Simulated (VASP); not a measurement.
Here is a VASP 6.6.1 calculation.

The input INCAR:

```
SYSTEM = Bi
PREC     = Accurate       ! precision mode
ENCUT    = 520            ! plane-wave cutoff, eV
EDIFF    = 1E-7           ! SCF threshold, eV
ISMEAR   = 0              ! smearing method
SIGMA    = 0.1            ! smearing width, eV
LREAL    = .False.        ! projectors in reciprocal space
LASPH    = .True.         ! aspherical terms in the spheres
NELM     = 80             ! most SCF steps
ALGO     = Fast           ! electronic algorithm
ISIF     = 2              ! what is computed and relaxed
LWAVE    = .False.        ! write WAVECAR
LCHARG   = .False.        ! write CHGCAR
GGA      = PE             ! functional
IVDW     = 12             ! dispersion correction
NBANDS   = 22             ! bands
```

The input KPOINTS:

```
Automatic mesh
0
Gamma
  12 12 12
  0 0 0
```

Contents of POSCAR:

```
Bi
1.0
    2.2673427630      1.3090509546      3.8817323445
   -2.2673427630      1.3090509546      3.8817323445
    0.0000000000     -2.6181019092      3.8817323445
Bi
2
Direct
    0.2371283427      0.2371283427      0.2371283427
    0.7628716573      0.7628716573      0.7628716573
```

Potentials or basis: VASP PAW PBE potentials, release 64 (Bi_d).

Command:

```console
$ cat potpaw_PBE.64/Bi_d/POTCAR > POTCAR
$ mpirun -np 1 vasp_std > vasp.out
```

Question: What does it give for the dispersion energy per atom?

Answer: -0.462 eV.

Question: Estimate the largest force.

Answer: 0.008 eV/Å.

Forces in eV/Å, atoms in the order of the input:
```
Bi   0.000  0.000  0.008
Bi   0.000  0.000 -0.008
```
